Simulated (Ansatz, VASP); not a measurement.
# Ga2TeO2: VASP beside Ansatz

```
Ga Te O
1.0
    -3.00315    3.00315    3.60968
     3.00315   -3.00315    3.60968
     3.00315    3.00315   -3.60968
Ga Te O
2 1 2
Direct
  0.75000 0.25000 0.50000
  0.25000 0.75000 0.50000
  0.50000 0.50000 0.00000
  0.50000 0.00000 0.50000
  0.00000 0.50000 0.50000
```

Alike in both runs: functional PBE; k mesh 4 × 4 × 4; occupations gaussian, width 0.1 eV; no spin polarisation.

Ansatz relaxed the structure, and its values are those at the end. VASP's run is a single point on that final structure, the one shown.

```csv
,VASP,Ansatz
version,VASP 6.6.1,Ansatz 0.2.0
potentials or method,"VASP PAW PBE potentials, release 64 (Ga_d, Te, O), cutoff 520 eV","scalar-relativistic, plane waves, PAW"
valence electrons in the cell,44,54
```

|  | VASP | Ansatz | Ansatz less VASP |
| --- | --- | --- | --- |
| gap on the k mesh at the Fermi level (eV) | none | none | - |
| pressure (GPa) | 0.2 | 0.1 | -0.05 |

A gap of «none» marks a metal or a gap that the smearing closes. VASP's potentials hold 44 valence electrons a cell and Ansatz's 54, so a difference there can come from the potentials and not from the codes.

The k mesh is coarse, so the values compare programs but aren't converged. Spin-orbit coupling is off throughout.
